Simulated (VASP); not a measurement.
Set up this calculation in VASP 6.6.1, as the native input.

```
Task                   : single point
Functional             : r2SCAN
Potentials or basis    : VASP PAW PBE potentials, release 64 (Zn, S)
Cutoff                 : 520 eV
k mesh                 : 6 × 6 × 6
Occupations            : gaussian, width 0.05 eV
Spin                   : no spin polarisation
Dipole correction      : no
Further INCAR settings : ALGO = Normal; EDIFF = 1e-07; NBANDS = 36
```

ZnS:

```
Zn S
1.0
     1.97978    1.14302    9.35413
    -1.97978    1.14302    9.35413
     0.00000   -2.28605    9.35413
Zn S
3 3
Direct
  0.99998 0.99998 0.99998
  0.22228 0.22228 0.22228
  0.44458 0.44458 0.44458
  0.08326 0.08326 0.08326
  0.52783 0.52783 0.52783
  0.30539 0.30539 0.30539
```

This cell differs from its parent crystal: strain +0.0400 x Voigt [1, 1, 0, 0, 0, 0].

One way to write it, as run:

POSCAR

```
ZnS
1.0
    1.9797752248      1.1430237590      9.3541347981
   -1.9797752248      1.1430237590      9.3541347981
    0.0000000000     -2.2860475179      9.3541347981
Zn S
3 3
Direct
    0.9999789175      0.9999789175      0.9999789175
    0.2222813884      0.2222813884      0.2222813884
    0.4445836769      0.4445836769      0.4445836769
    0.0832619666      0.0832619666      0.0832619666
    0.5278285134      0.5278285134      0.5278285134
    0.3053915373      0.3053915373      0.3053915373
```

INCAR.step1

```
PREC = Accurate
ENCUT = 520
ISMEAR = 0
SIGMA = 0.05
LREAL = False
LASPH = True
NELM = 80
NBANDS = 36
GGA = PE
ALGO = Normal
EDIFF = 1E-4
LWAVE = True
LCHARG = False
```

INCAR.step2

```
PREC = Accurate
ENCUT = 520
EDIFF = 1E-7
ISMEAR = 0
SIGMA = 0.05
LREAL = False
LASPH = True
NELM = 80
ALGO = Normal
ISIF = 2
LWAVE = False
LCHARG = False
METAGGA = R2SCAN
LMIXTAU = True
NBANDS = 36
ISTART = 1
```

KPOINTS

```
Automatic mesh
0
Gamma
  6 6 6
```

Potentials or basis: VASP PAW PBE potentials, release 64 (Zn, S).

Command:

```bash
$ cat potpaw_PBE.64/Zn/POTCAR potpaw_PBE.64/S/POTCAR > POTCAR
$ cp INCAR.step1 INCAR
$ mpirun -np 1 vasp_std > vasp.out
$ cp INCAR.step2 INCAR
$ mpirun -np 1 vasp_std > vasp.out
```

Results of the run:

```yaml
Pressure: -4.9 GPa
Largest_force: 0.199 eV/Å
Band_gap_on_the_k_mesh: 2.39 eV, direct
```

Caveat: the cell differs from its parent crystal (strain +0.0400 x Voigt [1, 1, 0, 0, 0, 0]); the PAW data sets were made with another functional, which shifts forces and pressure a little.

It took 53 min on 1 thread of Intel(R) Xeon(R) 6975P-C (Granite Rapids), with other jobs on the host, peak memory 0.84 GiB.
